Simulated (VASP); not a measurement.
# Ga3Sb2As (P3m1) in VASP: notebook, part 2 of 2

VASP 6.6.1. Earlier steps stand in the parts before.

## Step 3: Single point, PBE

This run uses another cell than the first one, of 27.88 Å³/atom, 1.197 times its volume.

File INCAR:

```
PREC = Accurate ; ENCUT = 520
EDIFF = 1E-6 ; ISMEAR = 0
SIGMA = 0.1 ; LREAL = F
LASPH = T ; NELM = 60
ALGO = Normal ; ISIF = 2
LWAVE = F ; LCHARG = T
GGA = PE ; LELF = T
LVHAR = T ; NBANDS = 36
```

File KPOINTS:

```
regular mesh
0
Gamma
  6 6 2
```

File POSCAR:

```
Ga3Sb2As
1.0
    4.2923402681      0.0000000000      0.0000000000
   -2.1461701340      3.7172757139      0.0000000000
    0.0000000000      0.0000000000     10.4843484630
Ga Sb As
3 2 1
Direct
    0.0000000000      0.0000000000     -0.0129371600
    0.6666666667      0.3333333333      0.3326361509
    0.3333333333      0.6666666667      0.6798575944
    0.6666666667      0.3333333333      0.0776041249
    0.3333333333      0.6666666667      0.4229219418
    0.0000000000      0.0000000000      0.7499173480
```

Potentials or basis: VASP PAW PBE potentials, release 64 (Ga_d, Sb, As).

Started as:

```console
$ cat potpaw_PBE.64/Ga_d/POTCAR potpaw_PBE.64/Sb/POTCAR potpaw_PBE.64/As/POTCAR > POTCAR
$ mpirun -np 1 vasp_std > vasp.out
```

OUTCAR:

```text
PREC = Accurate
   ENCUT = 520
   EDIFF = 1E-6
   ISMEAR = 0
   LREAL = F
   LASPH = T
   NELM = 60
   ISIF = 2
   GGA = PE

 ion  position               nearest neighbor table
   1  0.000  0.000  0.987-   6 2.49   4 2.65   4 2.65   4 2.65
   2  0.667  0.333  0.333-   5 2.65   5 2.65   5 2.65   4 2.67
   3  0.333  0.667  0.680-   6 2.58   6 2.58   6 2.58   5 2.69
   4  0.667  0.333  0.078-   1 2.65   1 2.65   1 2.65   2 2.67
   5  0.333  0.667  0.423-   2 2.65   2 2.65   2 2.65   3 2.69
   6  0.000  0.000  0.750-   1 2.49   3 2.58   3 2.58   3 2.58

  LATTYP: Found a hexagonal cell.
 ALAT       =     4.2923402681
 C/A-ratio  =     2.4425716062

  Lattice vectors:

 A1 = (   4.2923402681,   0.0000000000,   0.0000000000)
 A2 = (  -2.1461701340,   3.7172757139,   0.0000000000)
 A3 = (   0.0000000000,   0.0000000000,  10.4843484630)

Analysis of symmetry for initial positions (statically):
=====================================================================
 Subroutine PRICEL returns:
 Original cell was already a primitive cell.

 Routine SETGRP: Setting up the symmetry group for a
 hexagonal supercell.

 Subroutine GETGRP returns: Found  6 space group operations
 (whereof  6 operations were pure point group operations)
 out of a pool of 24 trial point group operations.

The static configuration has the point symmetry C_3v.

Analysis of symmetry for dynamics (positions and initial velocities):
=====================================================================
 Subroutine PRICEL returns:
 Original cell was already a primitive cell.

 Routine SETGRP: Setting up the symmetry group for a
 hexagonal supercell.

 Subroutine GETGRP returns: Found  6 space group operations
 (whereof  6 operations were pure point group operations)
 out of a pool of 24 trial point group operations.

The dynamic configuration has the point symmetry C_3v.

 Subroutine INISYM returns: Found  6 space group operations
 (whereof  6 operations are pure point group operations),
 and found     1 'primitive' translations

----------------------------------------------------------------------------------------

                                     Primitive cell

  volume of cell :     167.2863

  direct lattice vectors                    reciprocal lattice vectors
     4.292340268  0.000000000  0.000000000     0.232973142  0.134507106  0.000000000
    -2.146170134  3.717275714  0.000000000     0.000000000  0.269014213  0.000000000
     0.000000000  0.000000000 10.484348463     0.000000000  0.000000000  0.095380271

  length of vectors
     4.292340268  4.292340268 10.484348463     0.269014213  0.269014213  0.095380271

  position of ions in fractional coordinates (direct lattice)
     0.000000000  0.000000000  0.987062840
     0.666666667  0.333333333  0.332636151
     0.333333333  0.666666667  0.679857594
     0.666666667  0.333333333  0.077604125
     0.333333333  0.666666667  0.422921942
     0.000000000  0.000000000  0.749917348

  ion indices of the primitive-cell ions
[... 36 lines left out ...]
  0.000000  0.000000  0.000000      1.000000
  0.166667 -0.000000  0.000000      6.000000
  0.333333  0.000000  0.000000      6.000000
  0.500000  0.000000  0.000000      3.000000
  0.166667  0.166667  0.000000      6.000000
  0.333333  0.166667  0.000000     12.000000
  0.333333  0.333333  0.000000      2.000000
  0.000000  0.000000  0.500000      1.000000
  0.166667 -0.000000  0.500000      6.000000
  0.333333  0.000000  0.500000      6.000000
  0.500000  0.000000  0.500000      3.000000
  0.166667  0.166667  0.500000      6.000000
  0.333333  0.166667  0.500000     12.000000
  0.333333  0.333333  0.500000      2.000000
   k-points           NKPTS =     14   k-points in BZ     NKDIM =     14   number of bands    NBANDS=     36
   number of dos      NEDOS =    301   number of ions     NIONS =      6
   total plane-waves  NPLWV =  81920
   dimension x,y,z NGX =    32 NGY =   32 NGZ =   80
   dimension x,y,z NGXF=    64 NGYF=   64 NGZF=  160
   ions per type =               3   2   1
   NGX,Y,Z   is equivalent  to a cutoff of  12.39, 12.39, 12.69 a.u.
   NGXF,Y,Z  is equivalent  to a cutoff of  24.79, 24.79, 25.37 a.u.
 SYSTEM =  unknown system
   PREC   = accura    normal or accurate (medium, high low for compatibility)
   ISTART =      0    job   : 0-new  1-cont  2-samecut
   ICHARG =      2    charge: 1-file 2-atom 10-const
   ISPIN  =      1    spin polarized calculation?
   LNONCOLLINEAR =      F non collinear calculations
   LSORBIT =      F    spin-orbit coupling
   LASPH  =      T    aspherical Exc in radial PAW
   ENCUT  =  520.0 eV  38.22 Ry    6.18 a.u.   7.98  7.98 19.49*2*pi/ulx,y,z
   NELM   =     60;   NELMIN=  2; NELMDL= -5     # of ELM steps
   EDIFF  = 0.1E-05   stopping-criterion for ELM
   LREAL  =      F    real-space projection
   EDIFFG = 0.1E-04   stopping-criterion for IOM
   NSW    =      0    number of steps for IOM
   IBRION =     -1    ionic relax: 0-MD 1-quasi-New 2-CG
   NFREE  =      0    steps in history (QN), initial steepest desc. (CG)
   ISIF   =      2    stress and relaxation
   ISYM   =      2    0-nonsym 1-usesym 2-fastsym
   POTIM  = 0.5000    time-step for ionic-motion
   TEBEG  =    0.0;   TEEND  =   0.0 temperature during run
   PSTRESS=    0.0 pullay stress
   NELECT =      54.0000    total number of electrons
   NUPDOWN=      -1.0000    fix difference up-down
   EMIN   =  10.00;   EMAX   =-10.00  energy-range for DOS
   EFERMI =   0.00;   METHOD = LEGACY
   ISMEAR =     0;   SIGMA  =   0.10  broadening in eV -4-tet -1-fermi 0-gaus
   EFERMI_NEDOS =   21; number of points for ismear=-14 and -15
   IALGO  =     38    algorithm
   IMIX   =      4    mixing-type and parameters
     AMIX     =   0.40;   BMIX     =  1.00
     AMIX_MAG =   1.60;   BMIX_MAG =  1.00
  volume/ion in A,a.u.               =      27.88       188.15
  Fermi-wavevector in a.u.,A,eV,Ry     =   1.123016  2.122193 17.159192  1.261165
  Thomas-Fermi vector in A             =   2.259680
   LORBIT       =      0    0 simple, 1 ext, 2 COOP (PROOUT), +10 PAW based schemes
   GGA     = PE    functional components
   LHFCALC =     F    Hartree Fock is set to
   AEXX    =    0.0000 exact exchange contribution
   IVDW    =     0    specifies the selected vdW correction
   LEPSILON=     F    determine dielectric tensor
   LRPA    =     F    only Hartree local field effects (RPA)
 non-spin polarized calculation
 Gauss-broadening in eV      SIGMA  =   0.10
  energy-cutoff  :      520.00
  volume of cell :      167.29
 maximum number of plane-waves:      4548
 NGX is ok and might be reduce to    32
   NGX = 15   NGY = 15   NGZ = 39

 number of electron      53.9999985 magnetization

 Free energy of the ion-electron system (eV)
  ---------------------------------------------------
  ext. energy  EPLUGINS =         0.00000000
  ---------------------------------------------------
  free energy    TOTEN  =       -22.82086534 eV

  energy without entropy =      -22.81897888  energy(sigma->0) =      -22.81992211

 E-fermi :   4.2170     XC(G=0):  -9.0329

 val. band max:        4.1634221138   @ k =   0.0000   0.0000   0.5000
 cond. band min:       4.2891418590   @ k =   0.0000   0.0000   0.0000
 fundamental gap:      0.1257197451
 Fermi energy:         4.2170459167

 k-point     1 :       0.0000    0.0000    0.0000
  band No.  band energies     occupation
      1     -10.8821      2.00000
      2     -10.8501      2.00000
      3     -10.8501      2.00000
      4     -10.8129      2.00000
      5     -10.8129      2.00000
      6     -10.7129      2.00000
[... 535 lines left out ...]
     35       9.8650      0.00000
     36       9.9448      0.00000

------------------------ aborting loop because EDIFF is reached ----------------------------------------

  FORCE on cell =-STRESS in cart. coord.  units (eV):
  Direction    XX          YY          ZZ          XY          YZ          ZX
  --------------------------------------------------------------------------------------
  -------------------------------------------------------------------------------------
  Total        0.1980508      0.1980508      0.1836214      0.0000000      0.0000000     -0.0000000
  in kB        1.8968230      1.8968230      1.7586256      0.0000000      0.0000000     -0.0000000
  external PRESSURE =       1.8507572 kB  Pullay stress =       0.0000000 kB

 VOLUME and BASIS-vectors are now :
 -----------------------------------------------------------------------------
  energy-cutoff  :      520.00
  volume of cell :      167.29
      direct lattice vectors                 reciprocal lattice vectors
     4.292340268  0.000000000  0.000000000     0.232973142  0.134507106  0.000000000
    -2.146170134  3.717275714  0.000000000     0.000000000  0.269014213  0.000000000
     0.000000000  0.000000000 10.484348463     0.000000000  0.000000000  0.095380271

 POSITION                                       TOTAL-FORCE (eV/Angst)
 -----------------------------------------------------------------------------------
      0.00000      0.00000     10.34871         0.000000      0.000000      0.002588
      2.14617      1.23909      3.48747        -0.000000      0.000000      0.011417
     -0.00000      2.47818      7.12786         0.000000     -0.000000      0.017564
      2.14617      1.23909      0.81363        -0.000000      0.000000     -0.002302
     -0.00000      2.47818      4.43406        -0.000000      0.000000     -0.018111
      0.00000      0.00000      7.86239        -0.000000      0.000000     -0.011156
 -----------------------------------------------------------------------------------
    total drift:                               -0.000004      0.000003     -0.000112

  FREE ENERGIE OF THE ION-ELECTRON SYSTEM (eV)
  ---------------------------------------------------
  free  energy   TOTEN  =       -22.8208653396 eV

  energy  without entropy=      -22.8189788813  energy(sigma->0) =      -22.81992211
```

OSZICAR:

```text
N       E                     dE             d eps       ncg     rms          rms(c)
DAV:   1     0.409650328417E+03    0.40965E+03   -0.24257E+04  1048   0.194E+03
DAV:   2     0.346224665685E+02   -0.37503E+03   -0.36221E+03  1092   0.484E+02
DAV:   3    -0.203622873907E+02   -0.54985E+02   -0.53765E+02  1204   0.145E+02
DAV:   4    -0.229830605503E+02   -0.26208E+01   -0.26040E+01  1172   0.327E+01
DAV:   5    -0.230656255194E+02   -0.82565E-01   -0.82462E-01  1320   0.551E+00    0.523E+00
DAV:   6    -0.228495602049E+02    0.21607E+00   -0.39049E-01  1336   0.709E+00    0.309E+00
DAV:   7    -0.228184179641E+02    0.31142E-01   -0.25541E-01  1208   0.300E+00    0.632E-01
DAV:   8    -0.228188859162E+02   -0.46795E-03   -0.45150E-02  1296   0.267E+00    0.137E-01
DAV:   9    -0.228201699812E+02   -0.12841E-02   -0.62810E-03  1212   0.903E-01    0.740E-02
DAV:  10    -0.228205966805E+02   -0.42670E-03   -0.94309E-04  1276   0.337E-01    0.464E-02
DAV:  11    -0.228208368216E+02   -0.24014E-03   -0.37187E-04  1180   0.134E-01    0.112E-02
DAV:  12    -0.228208588092E+02   -0.21988E-04   -0.33807E-05  1232   0.827E-02    0.669E-03
DAV:  13    -0.228208643926E+02   -0.55834E-05   -0.12770E-05  1224   0.240E-02    0.320E-03
DAV:  14    -0.228208653396E+02   -0.94701E-06   -0.18067E-06  1088   0.196E-02
   1 F= -.22820865E+02 E0= -.22819922E+02  d E =-.188646E-02
```

stdout:

```text
POSCAR found type information on POSCAR GaSbAs
 POSCAR found :  3 types and       6 ions
 scaLAPACK will be used
 LDA part: xc-table for (Slater+PW92), standard interpolation
 POSCAR, INCAR and KPOINTS ok, starting setup
 FFT: planning ... GRIDC
 FFT: planning ... GRID_SOFT
 FFT: planning ... GRID
 WAVECAR not read
 entering main loop
```

It took 39 s on 1 thread of Intel Xeon 6975P-C (Granite Rapids), shared host; peak memory 0.3 GiB.

What came out:

```yaml
Free_energy: -22.8209 eV
Pressure: 0.2 GPa
Largest_force: 0.018 eV/Å
Band_gap_on_the_k_mesh: zero (band 27 reaches 4.29 eV, above the bottom of band 28 at 4.16 eV)
```

Forces in eV/Å, atoms in the order of the input:
```
Ga   0.000  0.000  0.003
Ga   0.000  0.000  0.011
Ga   0.000  0.000  0.018
Sb   0.000  0.000 -0.002
Sb   0.000  0.000 -0.018
As   0.000  0.000 -0.011
```

Caveat: spin-orbit coupling is left out, which moves the levels of the heavy elements.
